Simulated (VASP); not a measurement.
# Be3C2 (P-3m1) in VASP: a series of runs

Be3C2 is run at these levels: r2SCAN; tasks: single point, relaxation of cell and atoms.

Everything below comes from runs of VASP 6.6.1. Logs are shortened: lines on timing, memory, paths and dates and some standing lists are left out, and cuts for length are marked.

### 1 The cell of the first run

Symmetry: P-3m1, No. 164, trigonal system. The conventional cell has a = 3.025 Å, b = 3.025 Å, c = 4.502 Å, α = 90.00°, β = 90.00°, γ = 120.00°. Be (site symmetry -3m) has 6 C at 2.07 Å and 6 Be at 2.29 Å within 2.7 Å. Within 2.4 Å of Be (site symmetry 3m) lie 4 C at 1.78 to 1.91 Å and 6 Be at 2.29 to 2.33 Å. C (site symmetry 3m) has 7 Be at 1.78 to 2.07 Å within 2.4 Å.

### 2 Single point, r2SCAN

Input file POSCAR:

```
Be3C2
1.0
    3.0246528258      0.0000000000      0.0000000000
   -1.5123264129      2.6194261848      0.0000000000
    0.0000000000      0.0000000000      4.5015919886
Be C
3 2
Direct
    0.0000000000      0.0000000000      0.0000000000
    0.3333333333      0.6666666667      0.6711623029
    0.6666666667      0.3333333333      0.3288376971
    0.3333333333      0.6666666667      0.2476904929
    0.6666666667      0.3333333333      0.7523095071
```

Input file INCAR.step1:

```
SYSTEM = Be3C2
PREC = Accurate
ENCUT = 520
ISMEAR = 0
SIGMA = 0.1
LREAL = .False.
LASPH = .True.
NELM = 80
NBANDS = 15
GGA = PE
ALGO = Normal
EDIFF = 1E-4
LWAVE = .True.
LCHARG = .False.
```

Input file INCAR.step2:

```
SYSTEM = Be3C2
PREC = Accurate
ENCUT = 520
EDIFF = 1E-6
ISMEAR = 0
SIGMA = 0.1
LREAL = .False.
LASPH = .True.
NELM = 80
ALGO = Normal
ISIF = 2
LWAVE = .False.
LCHARG = .False.
METAGGA = R2SCAN
LMIXTAU = .True.
NBANDS = 15
ISTART = 1
```

Input file KPOINTS:

```
Automatic mesh
0
Gamma
  12 12 8
  0 0 0
```

Potentials or basis: VASP PAW PBE potentials, release 64 (Be, C).

The run is started by

```console
cat potpaw_PBE.64/Be/POTCAR potpaw_PBE.64/C/POTCAR > POTCAR
cp INCAR.step1 INCAR
mpirun -np 1 vasp_std > vasp.out
cp INCAR.step2 INCAR
mpirun -np 1 vasp_std > vasp.out
```

OUTCAR:

```text
SYSTEM = Be3C2
   PREC = Accurate
   ENCUT = 520
   EDIFF = 1E-6
   ISMEAR = 0
   LREAL = .False.
   LASPH = .True.
   NELM = 80
   ISIF = 2
   METAGGA = R2SCAN
   ISTART = 1

 ion  position               nearest neighbor table
   1  0.000  0.000  0.000-   4 2.07   5 2.07   5 2.07   4 2.07   5 2.07   4 2.07   2 2.29   3 2.29
                             2 2.29   3 2.29   3 2.29   2 2.29
   2  0.333  0.667  0.671-   5 1.78   5 1.78   5 1.78   4 1.91   1 2.29   1 2.29   1 2.29   3 2.33
                             3 2.33   3 2.33
   3  0.667  0.333  0.329-   4 1.78   4 1.78   4 1.78   5 1.91   1 2.29   1 2.29   1 2.29   2 2.33
                             2 2.33   2 2.33
   4  0.333  0.667  0.248-   3 1.78   3 1.78   3 1.78   2 1.91   1 2.07   1 2.07   1 2.07
   5  0.667  0.333  0.752-   2 1.78   2 1.78   2 1.78   3 1.91   1 2.07   1 2.07   1 2.07

  LATTYP: Found a hexagonal cell.
 ALAT       =     3.0246528258
 C/A-ratio  =     1.4883003928

  Lattice vectors:

 A1 = (   3.0246528258,   0.0000000000,   0.0000000000)
 A2 = (  -1.5123264129,   2.6194261848,   0.0000000000)
 A3 = (   0.0000000000,   0.0000000000,   4.5015919886)

Analysis of symmetry for initial positions (statically):
=====================================================================
 Subroutine PRICEL returns:
 Original cell was already a primitive cell.

 Routine SETGRP: Setting up the symmetry group for a
 hexagonal supercell.

 Subroutine GETGRP returns: Found 12 space group operations
 (whereof 12 operations were pure point group operations)
 out of a pool of 24 trial point group operations.

The static configuration has the point symmetry D_3d.

Analysis of symmetry for dynamics (positions and initial velocities):
=====================================================================
 Subroutine PRICEL returns:
 Original cell was already a primitive cell.

 Routine SETGRP: Setting up the symmetry group for a
 hexagonal supercell.

 Subroutine GETGRP returns: Found 12 space group operations
 (whereof 12 operations were pure point group operations)
 out of a pool of 24 trial point group operations.

The dynamic configuration has the point symmetry D_3d.

 Subroutine INISYM returns: Found 12 space group operations
 (whereof 12 operations are pure point group operations),
 and found     1 'primitive' translations

----------------------------------------------------------------------------------------

                                     Primitive cell

  volume of cell :      35.6655

  direct lattice vectors                    reciprocal lattice vectors
     3.024652826  0.000000000  0.000000000     0.330616457  0.190881500  0.000000000
    -1.512326413  2.619426185  0.000000000     0.000000000  0.381763001  0.000000000
     0.000000000  0.000000000  4.501591989     0.000000000  0.000000000  0.222143633

  length of vectors
     3.024652826  3.024652826  4.501591989     0.381763001  0.381763001  0.222143633

  position of ions in fractional coordinates (direct lattice)
     0.000000000  0.000000000  0.000000000
     0.333333333  0.666666667  0.671162303
     0.666666667  0.333333333  0.328837697
     0.333333333  0.666666667  0.247690493
     0.666666667  0.333333333  0.752309507

  ion indices of the primitive-cell ions
   primitive index   ion index
                 1           1
                 2           2
                 3           3
                 4           4
                 5           5

----------------------------------------------------------------------------------------

 KPOINTS: Automatic mesh

Automatic generation of k-mesh.
 Grid dimensions read from file:
 generate k-points for:   12   12    8

 Generating k-lattice:

  Cartesian coordinates                     Fractional coordinates (reciprocal lattice)
     0.027551371  0.015906792  0.000000000     0.083333333 -0.000000000  0.000000000
     0.000000000  0.031813583  0.000000000     0.000000000  0.083333333  0.000000000
     0.000000000  0.000000000  0.027767954     0.000000000  0.000000000  0.125000000

  Length of vectors
     0.031813583  0.031813583  0.027767954

  Shift w.r.t. Gamma in fractional coordinates (k-lattice)
     0.000000000  0.000000000  0.000000000

 Subroutine IBZKPT returns following result:
 ===========================================

 Found    131 irreducible k-points:

 Following reciprocal coordinates:
            Coordinates               Weight
  0.000000  0.000000  0.000000      1.000000
  0.083333  0.000000  0.000000      6.000000
  0.166667  0.000000  0.000000      6.000000
  0.250000 -0.000000  0.000000      6.000000
  0.333333  0.000000  0.000000      6.000000
  0.416667  0.000000  0.000000      6.000000
[... 16 lines left out ...]
  0.166667  0.000000  0.125000      6.000000
  0.000000  0.166667  0.125000      6.000000
 [... further k-points ...]
   k-points           NKPTS =    131   k-points in BZ     NKDIM =    131   number of bands    NBANDS=     15
   number of dos      NEDOS =    301   number of ions     NIONS =      5
   total plane-waves  NPLWV =  20736
   dimension x,y,z NGX =    24 NGY =   24 NGZ =   36
   dimension x,y,z NGXF=    48 NGYF=   48 NGZF=   72
   ions per type =               3   2
   NGX,Y,Z   is equivalent  to a cutoff of  13.19, 13.19, 13.29 a.u.
   NGXF,Y,Z  is equivalent  to a cutoff of  26.38, 26.38, 26.59 a.u.
 SYSTEM =  Be3C2
   PREC   = accura    normal or accurate (medium, high low for compatibility)
   ISTART =      1    job   : 0-new  1-cont  2-samecut
   ICHARG =      0    charge: 1-file 2-atom 10-const
   ISPIN  =      1    spin polarized calculation?
   LNONCOLLINEAR =      F non collinear calculations
   LSORBIT =      F    spin-orbit coupling
   LASPH  =      T    aspherical Exc in radial PAW
   ENCUT  =  520.0 eV  38.22 Ry    6.18 a.u.   5.62  5.62  8.37*2*pi/ulx,y,z
   NELM   =     80;   NELMIN=  2; NELMDL=  0     # of ELM steps
   EDIFF  = 0.1E-05   stopping-criterion for ELM
   LREAL  =      F    real-space projection
   EDIFFG = 0.1E-04   stopping-criterion for IOM
   NSW    =      0    number of steps for IOM
   IBRION =     -1    ionic relax: 0-MD 1-quasi-New 2-CG
   NFREE  =      0    steps in history (QN), initial steepest desc. (CG)
   ISIF   =      2    stress and relaxation
   ISYM   =      2    0-nonsym 1-usesym 2-fastsym
   POTIM  = 0.5000    time-step for ionic-motion
   TEBEG  =    0.0;   TEEND  =   0.0 temperature during run
   PSTRESS=    0.0 pullay stress
   NELECT =      14.0000    total number of electrons
   NUPDOWN=      -1.0000    fix difference up-down
   EMIN   =  10.00;   EMAX   =-10.00  energy-range for DOS
   EFERMI =   0.00;   METHOD = LEGACY
   ISMEAR =     0;   SIGMA  =   0.10  broadening in eV -4-tet -1-fermi 0-gaus
   EFERMI_NEDOS =   21; number of points for ismear=-14 and -15
   IALGO  =     38    algorithm
   IMIX   =      4    mixing-type and parameters
     AMIX     =   0.40;   BMIX     =  1.00
     AMIX_MAG =   1.60;   BMIX_MAG =  1.00
  volume/ion in A,a.u.               =       7.13        48.14
  Fermi-wavevector in a.u.,A,eV,Ry     =   1.198675  2.265168 19.549158  1.436823
  Thomas-Fermi vector in A             =   2.334558
   LORBIT       =      0    0 simple, 1 ext, 2 COOP (PROOUT), +10 PAW based schemes
   METAGGA = R2SCAN    functional components
   LHFCALC =     F    Hartree Fock is set to
   AEXX    =    0.0000 exact exchange contribution
   IVDW    =     0    specifies the selected vdW correction
   LEPSILON=     F    determine dielectric tensor
   LRPA    =     F    only Hartree local field effects (RPA)
 non-spin polarized calculation
 Gauss-broadening in eV      SIGMA  =   0.10
  energy-cutoff  :      520.00
  volume of cell :       35.67
 maximum number of plane-waves:      1000
 NGX is ok and might be reduce to    24
   NGX = 11   NGY = 11   NGZ = 17

 number of electron      13.9999999 magnetization

 Free energy of the ion-electron system (eV)
  ---------------------------------------------------
  ext. energy  EPLUGINS =         0.00000000
  ---------------------------------------------------
  free energy    TOTEN  =       -30.71213654 eV

  energy without entropy =      -30.70305218  energy(sigma->0) =      -30.70759436

 E-fermi :   6.3635     XC(G=0): -12.0429

 val. band max:        6.3497322188   @ k =   0.4167   0.0000   0.0000
 cond. band min:       6.3690686470   @ k =  -0.0833   0.4167   0.1250
 fundamental gap:      0.0193364282
 Fermi energy:         6.3634556675

 k-point     1 :       0.0000    0.0000    0.0000
  band No.  band energies     occupation
      1      -8.8602      2.00000
      2      -4.4922      2.00000
      3      -1.1549      2.00000
      4       5.5586      2.00000
      5       5.5586      2.00000
      6       7.3213      0.00000
      7       7.3213      0.00000
      8       9.1071      0.00000
      9      13.2301      0.00000
     10      13.2301      0.00000
     11      13.8826      0.00000
     12      16.3374      0.00000
     13      17.3940      0.00000
     14      17.3940      0.00000
     15      20.1341      0.00000

 k-point     2 :       0.0833    0.0000    0.0000
  band No.  band energies     occupation
      1      -8.7512      2.00000
      2      -4.4193      2.00000
      3      -1.0441      2.00000
      4       4.8743      2.00000
      5       5.1878      2.00000
      6       7.0453      0.00000
      7       7.3617      0.00000
      8       9.0035      0.00000
      9      13.1856      0.00000
     10      13.5543      0.00000
     11      14.0740      0.00000
     12      16.6333      0.00000
     13      17.4616      0.00000
     14      17.7086      0.00000
     15      19.6688      0.00000
[... 365 lines left out ...]
      3      -0.1685      2.00000
      4       3.5325      2.00000
      5       4.4859      2.00000
      6       5.8609      2.00000
      7       7.2250      0.00000
      8       8.5008      0.00000
      9      13.1450      0.00000
     10      14.0167      0.00000
     11      14.5427      0.00000
     12      15.8327      0.00000
     13      18.0885      0.00000
     14      18.1482      0.00000
     15      19.1550      0.00000

 k-point    24 :       0.0000    0.1667    0.1250
  band No.  band energies     occupation
      1      -8.3392      2.00000
      2      -4.6403      2.00000
      3      -0.1597      2.00000
      4       3.5224      2.00000
      5       4.5702      2.00000
      6       6.0641      1.99998
      7       6.9872      0.00000
      8       8.2231      0.00000
      9      12.9056      0.00000
     10      14.4500      0.00000
     11      14.8131      0.00000
     12      17.0678      0.00000
     13      17.4704      0.00000
     14      18.4237      0.00000
     15      18.5297      0.00000

 [... further k-points ...]
[... 5 lines left out ...]
  --------------------------------------------------------------------------------------
  -------------------------------------------------------------------------------------
  Total        0.1544122      0.1544122      0.1509412      0.0000000      0.0000000      0.0000000
  in kB        6.9365634      6.9365634      6.7806374      0.0000000      0.0000000      0.0000000
  external PRESSURE =       6.8845880 kB  Pullay stress =       0.0000000 kB

 VOLUME and BASIS-vectors are now :
 -----------------------------------------------------------------------------
  energy-cutoff  :      520.00
  volume of cell :       35.67
      direct lattice vectors                 reciprocal lattice vectors
     3.024652826  0.000000000  0.000000000     0.330616457  0.190881500  0.000000000
    -1.512326413  2.619426185  0.000000000     0.000000000  0.381763001  0.000000000
     0.000000000  0.000000000  4.501591989     0.000000000  0.000000000  0.222143633

 POSITION                                       TOTAL-FORCE (eV/Angst)
 -----------------------------------------------------------------------------------
      0.00000      0.00000      0.00000        -0.000000      0.000000      0.000000
     -0.00000      1.74628      3.02130         0.000000     -0.000000      0.002251
      1.51233      0.87314      1.48029         0.000000      0.000000     -0.002251
     -0.00000      1.74628      1.11500         0.000000      0.000000     -0.021483
      1.51233      0.87314      3.38659        -0.000000     -0.000000      0.021483
 -----------------------------------------------------------------------------------
    total drift:                               -0.000000      0.000000     -0.000000

  FREE ENERGIE OF THE ION-ELECTRON SYSTEM (eV)
  ---------------------------------------------------
  free  energy   TOTEN  =       -30.7121365444 eV

  energy  without entropy=      -30.7030521848  energy(sigma->0) =      -30.70759436
```

Wall time 5.2 min (1 thread of Intel Xeon 8259CL, shared host); peak memory 0.2 GiB.

What came out:

| Property | Result |
| --- | --- |
| Free energy | -30.7121 eV |
| Pressure | 0.7 GPa |
| Largest force | 0.021 eV/Å |
| Band gap on the k mesh | zero (bands 7 and 8 overlap by 3.26 eV) |

Forces on the atoms (eV/Å):
```
Be   0.000  0.000  0.000
Be   0.000  0.000  0.002
Be   0.000  0.000 -0.002
C    0.000  0.000 -0.021
C    0.000  0.000  0.021
```

Caveat: the PAW data sets were made with another functional, which shifts forces and pressure a little.

### 3 Relaxation of cell and atoms, r2SCAN

Input file POSCAR:

```
Be3C2
1.0
    3.0245756991      0.0000000000      0.0000000000
   -1.5122878495      2.6193593911      0.0000000000
    0.0000000000      0.0000000000      4.5016156625
Be C
3 2
Direct
    0.0000000000      0.0000000000      0.0000000000
    0.3333333333      0.6666666667      0.6718969364
    0.6666666667      0.3333333333      0.3281030636
    0.3333333333      0.6666666667      0.2460323609
    0.6666666667      0.3333333333      0.7539676391
```

Input file INCAR.step1:

```
PREC     = Accurate       # precision mode
ENCUT    = 600            # plane-wave cutoff, eV
ISMEAR   = 0              # smearing method
SIGMA    = 0.1            # smearing width, eV
LREAL    = False          # projectors in reciprocal space
LASPH    = True           # aspherical terms in the spheres
NELM     = 80             # most SCF steps
GGA      = PE             # functional
ALGO     = Normal         # electronic algorithm
EDIFF    = 1E-4           # SCF threshold, eV
LWAVE    = True           # write WAVECAR
LCHARG   = False          # write CHGCAR
```

Input file INCAR.step2:

```
PREC     = Accurate       # precision mode
ENCUT    = 600            # plane-wave cutoff, eV
EDIFF    = 1E-6           # SCF threshold, eV
ISMEAR   = 0              # smearing method
SIGMA    = 0.1            # smearing width, eV
LREAL    = False          # projectors in reciprocal space
LASPH    = True           # aspherical terms in the spheres
NELM     = 80             # most SCF steps
ALGO     = Normal         # electronic algorithm
ISIF     = 3              # what is computed and relaxed
LWAVE    = False          # write WAVECAR
LCHARG   = False          # write CHGCAR
METAGGA  = R2SCAN         # meta-GGA
LMIXTAU  = True         
IBRION   = 2              # ionic algorithm
NSW      = 100            # ionic steps
EDIFFG   = -0.01          # ionic threshold
ISTART   = 1
```

Input file KPOINTS:

```
regular mesh
0
Gamma
  12 12 8
```

Potentials or basis: VASP PAW PBE potentials, release 64 (Be, C).

The run is started by

```console
cat potpaw_PBE.64/Be/POTCAR potpaw_PBE.64/C/POTCAR > POTCAR
cp INCAR.step1 INCAR
mpirun -np 1 vasp_std > vasp.out
cp INCAR.step2 INCAR
mpirun -np 1 vasp_std > vasp.out
```

Run time: 7.7 min. Hardware: 1 thread of Intel Xeon 8259CL, shared host; peak memory 0.2 GiB.

The run converged. Its results:

```
Free energy                           : -30.7156 eV
Relaxed volume                        : 7.15 Å³/atom
Relaxed cell                          : a = 3.028 Å, b = 3.028 Å, c = 4.503 Å, α = 90.00°, β = 90.00°, γ = 120.00°
Space group after relaxing (to 0.1 Å) : P-3m1 (No. 164)
Energy gained by relaxing             : 0.2 meV/atom
Ionic steps                           : 4
Pressure after relaxing               : 0.0 GPa
Largest force after relaxing          : 0.009 eV/Å
Band gap on the k mesh                : zero (bands 7 and 8 overlap by 3.25 eV)
```

Forces in eV/Å, atoms in the order of the input:
```
Be   0.000  0.000  0.000
Be   0.000  0.000 -0.009
Be   0.000  0.000  0.009
C    0.000  0.000  0.001
C    0.000  0.000 -0.001
```

Stress tensor (GPa, compression positive):
```
-0.01  0.00  0.00
 0.00 -0.01  0.00
 0.00  0.00  0.13
```

The path:
| step | energy change (eV) | largest force (eV/Å) | pressure (GPa) | volume (Å³) |
| --- | --- | --- | --- | --- |
| 1 | 0.0000 | 0.1022 | 0.42 | 35.66 |
| 2 | -0.0008 | 0.0198 | -0.06 | 35.76 |
| 3 | -0.0008 | 0.0114 | -0.09 | 35.77 |
| 4 | -0.0008 | 0.0086 | 0.04 | 35.75 |

Final structure:
```
CELL_PARAMETERS angstrom
3.02774 0.00000 0.00000
-1.51387 2.62210 0.00000
0.00000 0.00000 4.50317
ATOMIC_POSITIONS crystal
Be 0.00000 0.00000 0.00000
Be 0.33333 0.66667 0.67164
Be 0.66667 0.33333 0.32836
C 0.33333 0.66667 0.24740
C 0.66667 0.33333 0.75260
```

Levels at points of the mesh, in eV from the Fermi level:
```csv
k point,band 3,band 4,band 5,band 6,band 7,band 8,band 9,band 10,band 11
"(0.00, 0.00, 0.00)",-7.50,-0.81,-0.81,0.95,0.95,2.75,6.84,6.84,7.48
"(0.50, 0.00, 0.00)",-5.77,-5.42,-3.93,-3.72,-1.47,-0.11,5.90,8.69,8.69
"(0.00, 0.00, 0.50)",-2.69,-1.50,-0.24,-0.24,0.46,0.46,6.36,6.36,7.12
"(0.50, 0.00, 0.50)",-7.38,-6.76,-2.36,-2.27,-0.41,-0.15,6.58,6.58,8.61
```

Caveat: the PAW data sets were made with another functional, which shifts forces and pressure a little.
